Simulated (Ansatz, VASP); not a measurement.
**One calculation of HfH, two programs**

```
CELL_PARAMETERS angstrom
5.11956 0.00000 0.00000
-2.55978 4.43367 0.00000
0.00000 0.00000 3.79549
ATOMIC_POSITIONS crystal
Hf 0.33333 0.66667 0.00000
Hf 0.66667 0.33333 0.00000
H 0.33333 0.66667 0.50000
H 0.66667 0.33333 0.50000
```

Alike in both runs: functional PBE; k mesh 6 × 6 × 4; occupations gaussian, width 0.1 eV; no spin polarisation.

Ansatz relaxed the structure, and its values are those at the end. VASP's run is a single point on that final structure, the one shown.

```csv
,VASP,Ansatz
version,VASP 6.6.1,Ansatz 0.2.0
potentials or method,"VASP PAW PBE potentials, release 64 (Hf_pv, H), cutoff 520 eV","scalar-relativistic, plane waves, PAW"
valence electrons in the cell,22,54
```

Ansatz gave:

```
gap on the k mesh at the Fermi level (eV) : none
pressure (GPa)                            : -0.2
```

**Question.** What did VASP give for the same quantities?

**Answer.** gap on the k mesh at the Fermi level (eV): none; pressure (GPa): -0.4.

A gap of «none» marks a metal or a gap that the smearing closes. The functional is the same, so the differences come from potentials, cutoffs and numerics. VASP's potentials hold 22 valence electrons a cell and Ansatz's 54, so a difference there can come from the potentials and not from the codes.

The k mesh is coarse, so the values compare programs but aren't converged. Neither program's run includes spin-orbit coupling.
